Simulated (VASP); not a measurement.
Si:

```xyz
1
Lattice="2.4963 0.0000 0.0000 0.0000 2.4963 0.0000 0.0000 0.0000 2.4963" Properties=species:S:1:pos:R:3 pbc="T T T"
Si    0.0000    0.0000    0.0000
```

This isn't the form of Si at room conditions, which is diamond.

* Program: VASP 6.6.1
* Task: relaxation of cell and atoms
* Functional: r2SCAN
* Potentials or basis: VASP PAW PBE potentials, release 64 (Si)
* Cutoff: 600 eV
* k mesh: 16 × 16 × 16
* Occupations: gaussian, width 0.1 eV
* Spin: no spin polarisation

At the start: pressure 3.5 GPa; volume 15.55 Å³/atom.

Question: Where does the relaxation end?

Answer: Over 3 steps the energy falls by 5.3 meV/atom and the volume is 16.05 Å³/atom (+3.2 %); space group Pm-3m (No. 221, to 0.1 Å) before and after.

Step by step:
```tsv
step	energy change (eV)	largest force (eV/Å)	pressure (GPa)	volume (Å³)
1	0.0000	0.0000	3.49	15.55
2	-0.0037	0.0000	-1.74	16.33
3	-0.0053	0.0000	0.00	16.05
```

Final structure:
```yaml
crystal:
  lattice:
    - [2.52250, 0.00000, 0.00000]
    - [0.00000, 2.52250, 0.00000]
    - [0.00000, 0.00000, 2.52250]
  atoms:
    - { symbol: Si, position: [0.00000, 0.00000, 0.00000] }
```

Caveat: the PAW data sets were made with another functional, which shifts forces and pressure a little.
